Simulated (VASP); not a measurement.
Set up this calculation in VASP 6.6.1, as the native input.

| Item | Value |
| --- | --- |
| Task | single point |
| Functional | r2SCAN |
| Potentials or basis | VASP PAW PBE potentials, release 64 (Zr_sv, Ti_sv, O) |
| Cutoff | 580 eV |
| k mesh | 1 × 1 × 1, shifted |
| Occupations | fermi-dirac, width 0.05 eV |
| Spin | no spin polarisation |
| Dipole correction | no |
| Further INCAR settings | LREAL = Auto; ALGO = Normal; EDIFF = 1e-06; NBANDS = 330; ISYM = -1 |

ZrTi11O24 (a cell with a defect):

```xyz
72
Lattice="9.1828 0.0000 0.0000 0.0000 9.1828 0.0000 0.0000 0.0000 8.8166" Properties=species:S:1:pos:R:3 pbc="T T T"
Zr    9.1810    0.0022    0.0046
Zr    4.5967    4.5942    2.9427
Ti    0.0022    0.0032    2.9854
Ti    0.0055    9.1793    5.8442
Ti    9.1781    4.5941    8.7934
Ti    0.0136    4.5940    2.9260
Ti    0.0013    4.5918    5.8559
Ti    4.5999    0.0140    8.7948
Ti    4.5965    9.1750    2.9178
Ti    4.5899    9.1792    5.8604
Ti    4.5871    4.5904    8.7744
Ti    4.5964    4.5889    5.9163
Ti    2.2990    2.3020    1.4576
Ti    2.2618    2.2429    4.4064
Ti    2.3349    2.3424    7.3225
Ti    2.3009    6.8953    1.4471
Ti    2.3014    6.8819    4.4025
Ti    2.2951    6.8906    7.3243
Ti    6.8932    2.3049    1.4654
Ti    6.8857    2.2946    4.4076
Ti    6.8947    2.2919    7.3250
Ti    6.8901    6.8792    1.4553
Ti    6.9401    6.9395    4.4072
Ti    6.8399    6.8433    7.3241
O     1.4513    1.4486    8.8060
O     1.3904    1.3889    2.9386
O     1.4044    1.4010    5.8912
O     1.3705    6.0226    8.8085
O     1.4322    5.9594    2.9462
O     1.3953    5.9855    5.8769
O     6.0256    1.3667    8.8084
O     5.9622    1.4301    2.9453
O     5.9879    1.3928    5.8790
O     5.9804    5.9803    0.0022
O     6.0450    6.0402    2.9528
O     5.9955    5.9913    5.8642
O     3.2077    3.2078    0.0019
O     3.1480    3.1467    2.9525
O     3.1951    3.1970    5.8672
O     3.1656    7.8199    8.8088
O     3.2290    7.7585    2.9477
O     3.2023    7.7942    5.8774
O     7.8210    3.1657    8.8098
O     7.7576    3.2276    2.9468
O     7.7921    3.2030    5.8775
O     7.7376    7.7381    8.8058
O     7.8002    7.8003    2.9388
O     7.7863    7.7859    5.8934
O     0.9028    3.6951    1.4730
O     0.8871    3.6812    4.4116
O     0.9147    3.7092    7.3520
O     0.9298    8.2582    1.5871
O     0.9109    8.2783    4.4142
O     0.9280    8.2619    7.2372
O     5.5231    3.6666    1.3586
O     5.5178    3.6660    4.5257
O     5.5022    3.6880    7.3500
O     5.4935    8.2856    1.4735
O     5.5083    8.2996    4.4118
O     5.4775    8.2713    7.3517
O     3.6973    0.9008    1.4729
O     3.6837    0.8883    4.4119
O     3.7113    0.9152    7.3521
O     3.6690    5.5221    1.3625
O     3.6721    5.5195    4.5247
O     3.6899    5.5020    7.3471
O     8.2604    0.9306    1.5862
O     8.2801    0.9094    4.4161
O     8.2661    0.9301    7.2358
O     8.2885    5.4931    1.4729
O     8.3029    5.5072    4.4106
O     8.2738    5.4790    7.3534
```

These files were run (other wordings do the same):

POSCAR

```
ZrTi11O24
1.0
    9.1828280000      0.0000000000      0.0000000000
    0.0000000000      9.1828280000      0.0000000000
    0.0000000000      0.0000000000      8.8166120000
Zr Ti O
2 22 48
Direct
    0.9998040000      0.0002380000      0.0005210000
    0.5005720000      0.5003040000      0.3337630000
    0.0002420000      0.0003450000      0.3386100000
    0.0005970000      0.9996200000      0.6628680000
    0.9994800000      0.5002910000      0.9973680000
    0.0014840000      0.5002780000      0.3318760000
    0.0001380000      0.5000460000      0.6641840000
    0.5009270000      0.0015240000      0.9975230000
    0.5005520000      0.9991520000      0.3309400000
    0.4998310000      0.9996100000      0.6647000000
    0.4995290000      0.4998870000      0.9952070000
    0.5005430000      0.4997220000      0.6710370000
    0.2503640000      0.2506880000      0.1653280000
    0.2463110000      0.2442470000      0.4997830000
    0.2542670000      0.2550830000      0.8305310000
    0.2505650000      0.7508910000      0.1641360000
    0.2506230000      0.7494330000      0.4993370000
    0.2499330000      0.7503800000      0.8307370000
    0.7506670000      0.2510000000      0.1662090000
    0.7498440000      0.2498770000      0.4999220000
    0.7508270000      0.2495810000      0.8308150000
    0.7503190000      0.7491380000      0.1650590000
    0.7557730000      0.7557080000      0.4998800000
    0.7448570000      0.7452240000      0.8307110000
    0.1580460000      0.1577490000      0.9987920000
    0.1514170000      0.1512520000      0.3333020000
    0.1529400000      0.1525690000      0.6681900000
    0.1492410000      0.6558500000      0.9990790000
    0.1559600000      0.6489710000      0.3341600000
    0.1519510000      0.6518170000      0.6665680000
    0.6561810000      0.1488280000      0.9990660000
    0.6492820000      0.1557310000      0.3340580000
    0.6520710000      0.1516730000      0.6668120000
    0.6512570000      0.6512490000      0.0002510000
    0.6582970000      0.6577670000      0.3349120000
    0.6529050000      0.6524420000      0.6651300000
    0.3493100000      0.3493290000      0.0002120000
    0.3428100000      0.3426730000      0.3348790000
    0.3479470000      0.3481520000      0.6654700000
    0.3447320000      0.8515770000      0.9991140000
    0.3516400000      0.8448930000      0.3343340000
    0.3487280000      0.8487760000      0.6666240000
    0.8516930000      0.3447450000      0.9992220000
    0.8447900000      0.3514780000      0.3342350000
    0.8485520000      0.3488030000      0.6666340000
    0.8426180000      0.8426660000      0.9987740000
    0.8494340000      0.8494440000      0.3333230000
    0.8479220000      0.8478720000      0.6684410000
    0.0983150000      0.4023920000      0.1670670000
    0.0966050000      0.4008780000      0.5003710000
    0.0996090000      0.4039270000      0.8338830000
    0.1012530000      0.8993130000      0.1800080000
    0.0991940000      0.9015020000      0.5006630000
    0.1010540000      0.8997140000      0.8208650000
    0.6014590000      0.3992930000      0.1540980000
    0.6008780000      0.3992200000      0.5133190000
    0.5991840000      0.4016210000      0.8336490000
    0.5982400000      0.9022950000      0.1671230000
    0.5998480000      0.9038160000      0.5003940000
    0.5964910000      0.9007350000      0.8338460000
    0.4026280000      0.0980930000      0.1670600000
    0.4011550000      0.0967300000      0.5004070000
    0.4041590000      0.0996590000      0.8338870000
    0.3995540000      0.6013520000      0.1545400000
    0.3998840000      0.6010690000      0.5131970000
    0.4018280000      0.5991670000      0.8333290000
    0.8995530000      0.1013370000      0.1799130000
    0.9016960000      0.0990370000      0.5008820000
    0.9001720000      0.1012900000      0.8206990000
    0.9026050000      0.5981980000      0.1670550000
    0.9041750000      0.5997290000      0.5002560000
    0.9010050000      0.5966550000      0.8340360000
```

INCAR.step1

```
ALGO = Normal
EDIFF = 1E-5
ENCUT = 580
GGA = PE
GGA_COMPAT = F
ISMEAR = -1
ISYM = -1
KPAR = 1
LASPH = T
LCHARG = F
LREAL = Auto
LWAVE = T
NBANDS = 330
NELM = 120
PREC = Accurate
SIGMA = 0.05
```

INCAR.step2

```
ALGO = Normal
EDIFF = 1E-6
ENCUT = 580
GGA_COMPAT = F
ISIF = 2
ISMEAR = -1
ISTART = 1
ISYM = -1
KPAR = 1
LASPH = T
LCHARG = T
LELF = T
LMIXTAU = T
LREAL = Auto
LVHAR = T
LWAVE = F
METAGGA = R2SCAN
NBANDS = 330
NELM = 120
PREC = Accurate
SIGMA = 0.05
```

KPOINTS

```
explicit points
1
Reciprocal
  0.25000000   0.25000000   0.25000000 1
```

Potentials or basis: VASP PAW PBE potentials, release 64 (Zr_sv, Ti_sv, O).

The run is started by

```console
$ cat potpaw_PBE.64/Zr_sv/POTCAR potpaw_PBE.64/Ti_sv/POTCAR potpaw_PBE.64/O/POTCAR > POTCAR
$ cp INCAR.step1 INCAR
$ mpirun -np 4 vasp_std > vasp.out
$ cp INCAR.step2 INCAR
$ mpirun -np 4 vasp_std > vasp.out
```

It gave:

| Property | Result |
| --- | --- |
| Pressure | 8.1 GPa |
| Largest force | 0.086 eV/Å |
| Band gap on the k mesh | 2.64 eV |

Caveat: the PAW data sets were made with another functional, which shifts forces and pressure a little.

Wall time 7.4 min on 4 MPI ranks on Intel(R) Xeon(R) 6975P-C (Granite Rapids) (shared host), peak memory 0.41 GiB a rank.
